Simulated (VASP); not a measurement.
# BAs (F-43m) in VASP: notebook

Runs on BAs. Level: LDA. Tasks: vibrations by perturbation theory, elastic constants.

Program: VASP 6.6.1. These are calculated values, not measurements. Logs are shortened: lines on timing, memory, paths and dates and some standing lists are left out, and cuts for length are marked.

## Step 1: The cell of the first run

It takes space group F-43m (No. 216, cubic). The conventional cell has a = 4.733 Å, b = 4.733 Å, c = 4.733 Å, α = 90.00°, β = 90.00°, γ = 90.00°. Within 2.7 Å of B (site symmetry -43m) lie 4 As at 2.05 Å. As (site symmetry -43m) has 4 B at 2.05 Å within 2.7 Å.

## Step 2: Vibrations by perturbation theory, LDA

Input file INCAR:

```
SYSTEM = BAs
  ALGO = Normal
  EDIFF = 1E-8
  ENCUT = 520
  GGA = CA
  IBRION = 8
  ISIF = 2
  ISMEAR = 0
  LASPH = .TRUE.
  LCHARG = .FALSE.
  LEPSILON = .TRUE.
  LREAL = .FALSE.
  LWAVE = .FALSE.
  NBANDS = 11
  NELM = 60
  NSW = 1
  PREC = Accurate
  SIGMA = 0.01
```

Input file KPOINTS:

```
k-points
0
G
  8 8 8
  0 0 0
```

Input file POSCAR:

```
BAs
1.0
    0.0000000000      2.3663000000      2.3663000000
    2.3663000000      0.0000000000      2.3663000000
    2.3663000000      2.3663000000      0.0000000000
B As
1 1
Direct
    0.0000000000      0.0000000000      0.0000000000
    0.2500000000      0.2500000000      0.2500000000
```

Potentials or basis: VASP PAW LDA potentials, release 64 (B, As).

On the command line:

```sh
$ cat potpaw_LDA.64/B/POTCAR potpaw_LDA.64/As/POTCAR > POTCAR
$ mpirun -np 1 vasp_std > vasp.out
```

OUTCAR:

```text
SYSTEM = BAs
   EDIFF = 1E-8
   ENCUT = 520
   GGA = CA
   IBRION = 8
   ISIF = 2
   ISMEAR = 0
   LASPH = .TRUE.
   LEPSILON = .TRUE.
   LREAL = .FALSE.
   NELM = 60
   NSW = 1
   PREC = Accurate

 ion  position               nearest neighbor table
   1  0.000  0.000  0.000-   2 2.05   2 2.05   2 2.05   2 2.05
   2  0.250  0.250  0.250-   1 2.05   1 2.05   1 2.05   1 2.05

  LATTYP: Found a face centered cubic cell.
 ALAT       =     4.7326000000

  Lattice vectors:

 A1 = (   0.0000000000,   2.3663000000,   2.3663000000)
 A2 = (   2.3663000000,   0.0000000000,   2.3663000000)
 A3 = (   2.3663000000,   2.3663000000,   0.0000000000)

Analysis of symmetry for initial positions (statically):
=====================================================================
 Subroutine PRICEL returns:
 Original cell was already a primitive cell.

 Routine SETGRP: Setting up the symmetry group for a
 face centered cubic supercell.

 Subroutine GETGRP returns: Found 24 space group operations
 (whereof 24 operations were pure point group operations)
 out of a pool of 48 trial point group operations.

The static configuration has the point symmetry T_d .

Analysis of symmetry for dynamics (positions and initial velocities):
=====================================================================
 Subroutine PRICEL returns:
 Original cell was already a primitive cell.

 Routine SETGRP: Setting up the symmetry group for a
 face centered cubic supercell.

 Subroutine GETGRP returns: Found 24 space group operations
 (whereof 24 operations were pure point group operations)
 out of a pool of 48 trial point group operations.

The dynamic configuration has the point symmetry T_d .

 Subroutine INISYM returns: Found 24 space group operations
 (whereof 24 operations are pure point group operations),
 and found     1 'primitive' translations

----------------------------------------------------------------------------------------

                                     Primitive cell

  volume of cell :      26.4996

  direct lattice vectors                    reciprocal lattice vectors
     0.000000000  2.366300000  2.366300000    -0.211300342  0.211300342  0.211300342
     2.366300000  0.000000000  2.366300000     0.211300342 -0.211300342  0.211300342
     2.366300000  2.366300000  0.000000000     0.211300342  0.211300342 -0.211300342

  length of vectors
     3.346453553  3.346453553  3.346453553     0.365982929  0.365982929  0.365982929

  position of ions in fractional coordinates (direct lattice)
     0.000000000  0.000000000  0.000000000
     0.250000000  0.250000000  0.250000000

  ion indices of the primitive-cell ions
   primitive index   ion index
                 1           1
                 2           2

----------------------------------------------------------------------------------------

 KPOINTS: k-points

Automatic generation of k-mesh.
 Grid dimensions read from file:
 generate k-points for:    8    8    8

 Generating k-lattice:

  Cartesian coordinates                     Fractional coordinates (reciprocal lattice)
[... 486 lines left out ...]
  ---------------------------------------------------
  ---------------------------------------------------
  free energy    TOTEN  =        -0.70182535 eV

  energy without entropy =       -0.70182535

------------------------ aborting loop because EDIFF is reached ----------------------------------------

--------------------------------------- Ionic step        2  -------------------------------------------

------------------------ aborting loop because EDIFF is reached ----------------------------------------

--------------------------------------- Ionic step        3  -------------------------------------------

------------------------ aborting loop because EDIFF is reached ----------------------------------------

 PIEZOELECTRIC TENSOR FIELD DIRECTION 3  (e Angst)
 -----------------------------------------------------------------------------
    -0.00020  0.20414  0.00000           ( -0.00000  0.10356  0.00000)
     0.20414 -0.00020  0.00000           (  0.10356 -0.00000  0.00000)
     0.00000  0.00000 -0.00033           (  0.00000  0.00000 -0.00000)

 PIEZOELECTRIC TENSOR FIELD DIRECTION 3  (C/m^2)
 -----------------------------------------------------------------------------
    -0.00012  0.12342  0.00000
     0.12342 -0.00012  0.00000
     0.00000  0.00000 -0.00020

--------------------------------------- Ionic step        4  -------------------------------------------

------------------------ aborting loop because EDIFF is reached ----------------------------------------

[... ionic steps 5 to 6 ...]

--------------------------------------- Ionic step        7  -------------------------------------------

 Free energy of the ion-electron system (eV)
  ---------------------------------------------------
  ---------------------------------------------------
  free energy    TOTEN  =        -0.03767751 eV

  energy without entropy =       -0.03767751

------------------------ aborting loop because EDIFF is reached ----------------------------------------

 INTERNAL STRAIN TENSOR  FOR ION    2  DIRECTION 1   (eV/Angst):
 -----------------------------------------------------------------------------
     0.00680  0.00000  0.00000
     0.00000 -0.00081 -7.53596
     0.00000 -7.53596 -0.00081

 MACROSCOPIC STATIC DIELECTRIC TENSOR (including local field effects in DFT)
 ------------------------------------------------------
          10.022303     0.000000     0.000000
           0.000000    10.022303     0.000000
           0.000000     0.000000    10.022303
 ------------------------------------------------------

 PIEZOELECTRIC TENSOR (including local field effects)  for field in x, y, z        (e  Angst)
          XX          YY          ZZ          XY          YZ          ZX
  --------------------------------------------------------------------------------
  x    -0.00000     0.00000    -0.00000     0.00000     0.19612     0.00000
  y     0.00000     0.00000    -0.00000    -0.00000     0.00000     0.19612
  z     0.00000     0.00000     0.00000     0.19612    -0.00000     0.00000

 PIEZOELECTRIC TENSOR (including local field effects)  for field in x, y, z        (C/m^2)
          XX          YY          ZZ          XY          YZ          ZX
  --------------------------------------------------------------------------------
  x    -0.00000     0.00000    -0.00000     0.00000     0.11857     0.00000
  y     0.00000     0.00000    -0.00000    -0.00000     0.00000     0.11857
  z     0.00000     0.00000     0.00000     0.11857    -0.00000     0.00000

 BORN EFFECTIVE CHARGES (including local field effects) (in |e|, cummulative output)
 ---------------------------------------------------------------------------------
 ion    1
    1    -0.57486     0.00000    -0.00000
    2     0.00000    -0.57486    -0.00000
    3    -0.00000     0.00000    -0.57486
 ion    2
    1     0.57486    -0.00000     0.00000
    2     0.00000     0.57486     0.00000
    3     0.00000     0.00000     0.57486

 INTERNAL STRAIN TENSOR FOR ION    2 for displacements in x,y,z  (eV/Angst):
          X           Y           Z          XY          YZ          ZX
  --------------------------------------------------------------------------------
  x     0.00000    -0.00000    -0.00000     0.00000    -7.53596     0.00000
  y    -0.00000     0.00000    -0.00000     0.00000     0.00000    -7.53596
  z    -0.00000    -0.00000     0.00000    -7.53596     0.00000     0.00000

 SECOND DERIVATIVES (NOT SYMMETRIZED)
 ------------------------------------
               1X          1Y          1Z          2X          2Y          2Z
  1X   -17.267159    0.000000    0.000000   17.267159    0.000000    0.000000
  1Y     0.000000  -17.267159    0.000000    0.000000   17.267159    0.000000
  1Z     0.000000    0.000000  -17.267159    0.000000    0.000000   17.267159
  2X    17.272495    0.000000    0.000000  -17.272495    0.000000    0.000000
  2Y     0.000000   17.272495    0.000000    0.000000  -17.272495    0.000000
  2Z     0.000000    0.000000   17.272495    0.000000    0.000000  -17.272495

 Eigenvectors and eigenvalues of the dynamical matrix
 ----------------------------------------------------

   1 f  =   21.135183 THz   132.796274 2PiTHz  704.993836 cm-1    87.408056 meV
             X         Y         Z           dx          dy          dz
      0.000000  0.000000  0.000000    -0.482356    0.799143    0.050675
      1.183150  1.183150  1.183150     0.183258   -0.303613   -0.019253
[... 21 lines left out ...]
   6 f/i=    0.001084 THz     0.006811 2PiTHz    0.036160 cm-1     0.004483 meV
             X         Y         Z           dx          dy          dz
      0.000000  0.000000  0.000000    -0.005851    0.046387    0.352064
      1.183150  1.183150  1.183150    -0.015401    0.122096    0.926672

--------------------------------------------------------------------------------------------------------

 MACROSCOPIC STATIC DIELECTRIC TENSOR IONIC CONTRIBUTION
 ------------------------------------------------------
           0.130667     0.000000    -0.000000
           0.000000     0.130667     0.000000
          -0.000000     0.000000     0.130667
 ------------------------------------------------------

 ELASTIC MODULI CONTR FROM IONIC RELAXATION (kBar)
 Direction    XX          YY          ZZ          XY          YZ          ZX
 --------------------------------------------------------------------------------
 XX          -0.0000      0.0000      0.0000     -0.0000      0.0000     -0.0000
 YY           0.0000     -0.0000      0.0000     -0.0000     -0.0000      0.0000
 ZZ           0.0000      0.0000     -0.0000      0.0000     -0.0000     -0.0000
 XY          -0.0000     -0.0000      0.0000   -208.6208      0.0000     -0.0000
 YZ           0.0000     -0.0000     -0.0000      0.0000   -208.6208     -0.0000
 ZX          -0.0000      0.0000     -0.0000     -0.0000     -0.0000   -208.6208
 --------------------------------------------------------------------------------

 PIEZOELECTRIC TENSOR IONIC CONTR  for field in x, y, z        (C/m^2)
          XX          YY          ZZ          XY          YZ          ZX
  --------------------------------------------------------------------------------
  x     0.00000    -0.00000    -0.00000     0.00000    -0.15536    -0.00000
  y    -0.00000     0.00000    -0.00000    -0.00000    -0.00000    -0.15536
  z    -0.00000    -0.00000     0.00000    -0.15536     0.00000    -0.00000
```

It took 4.1 min on 1 thread of Intel Xeon Platinum 8488C (Sapphire Rapids), shared host; peak memory 0.21 GiB.

What came out:

- Electronic dielectric tensor (diagonal): 10.02
- Born charges (mean of the diagonal): B -0.57; As +0.57 e
- Highest phonon frequency at Γ, LO-TO splitting left out: 705 cm⁻¹

Phonon frequencies in cm⁻¹ (negative: imaginary):
```csv
q point,frequencies
"(0.000, 0.000, 0.000)",0 0 0 705 705 705
```

Electronic dielectric tensor:
```
10.02  0.00  0.00
 0.00 10.02  0.00
 0.00  0.00 10.02
```

Born effective charge tensors (e):
atom 1, B
```
-0.57  0.00  0.00
 0.00 -0.57  0.00
 0.00  0.00 -0.57
```
atom 2, As
```
0.57 0.00 0.00
0.00 0.57 0.00
0.00 0.00 0.57
```

## Step 3: Elastic constants, LDA

Input file INCAR:

```
PREC = Accurate ; ENCUT = 600
EDIFF = 1E-8 ; ISMEAR = 0
SIGMA = 0.01 ; LREAL = False
LASPH = True ; NELM = 80
ALGO = Normal ; ISIF = 3
LWAVE = False ; LCHARG = True
GGA = CA ; IBRION = 6
NFREE = 2 ; POTIM = 0.015
NSW = 1
```

Input file KPOINTS:

```
regular mesh
0
Gamma
  8 8 8
```

POSCAR is that of step 2.

Potentials or basis: VASP PAW LDA potentials, release 64 (B, As).

On the command line:

```sh
$ cat potpaw_LDA.64/B/POTCAR potpaw_LDA.64/As/POTCAR > POTCAR
$ mpirun -np 1 vasp_std > vasp.out
```

Run time: 4.4 min. Hardware: 1 thread of Intel Xeon Platinum 8488C (Sapphire Rapids), shared host; peak memory 0.21 GiB.

It converged, with:

```yaml
Elastic_constants_C11_C12_C44: 292, 80, 156 GPa
Voigt_bulk_modulus: 150 GPa
Highest_phonon_frequency_at_Γ_LO-TO_splitting_left_out: 705 cm⁻¹
```

Phonon frequencies in cm⁻¹ (negative: imaginary):
```
              q point        frequencies
(0.000, 0.000, 0.000)  0 0 0 705 705 705
```

Elastic tensor in Voigt notation (GPa, in the Cartesian axes of the cell as first typed):
```
292  80  80   0   0   0
 80 292  80   0   0   0
 80  80 292   0   0   0
  0   0   0 156   0   0
  0   0   0   0 156   0
  0   0   0   0   0 156
```

Clamped-ion elastic tensor (GPa):
```
292  80  80   0   0   0
 80 292  80   0   0   0
 80  80 292   0   0   0
  0   0   0 179   0   0
  0   0   0   0 179   0
  0   0   0   0   0 179
```
